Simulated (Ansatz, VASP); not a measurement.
One calculation of MoS2, two programs

```
CELL_PARAMETERS angstrom
3.14143 0.00000 0.00000
-1.57072 2.80218 0.00000
0.00000 0.00000 12.57882
ATOMIC_POSITIONS crystal
Mo 0.33333 0.66667 0.25000
Mo 0.66667 0.33333 0.75000
S 0.33333 0.66667 0.62605
S 0.66667 0.33333 0.12605
S 0.33333 0.66667 0.87395
S 0.66667 0.33333 0.37395
```

Change from the starting cell: strain +0.0300 x Voigt [0, 1, 0, 0, 0, 0], atoms carried along.

Alike in both runs: task single point; functional PBEsol; k mesh 12 × 12 × 2; occupations gaussian, width 0.05 eV; no spin polarisation.

```csv
,VASP,Ansatz
version,VASP 6.6.1,Ansatz 0.2.0
potentials or method,"VASP PAW PBE potentials, release 64 (Mo_sv, S), cutoff 520 eV","scalar-relativistic, plane waves, PAW"
valence electrons in the cell,52,52
```

|  | VASP | Ansatz | Ansatz less VASP |
| --- | --- | --- | --- |
| gap on the k mesh at the Fermi level (eV) | 0.96 | 0.95 | -0.014 |
| least direct gap on the mesh (eV) | 1.60 | 1.60 | -0.004 |
| pressure (GPa) | -4.1 | -4.0 | +0.01 |
| traceless stress, the component that is largest in VASP (GPa) | -3.11 | -3.11 | -0.002 |
| rms of the force components (eV/Å) | 0.153 | 0.154 | +0.0009 |

VASP's potentials were made for PBE, not for PBEsol. Atom by atom the forces differ by 0.001 eV/Å (rms over components).
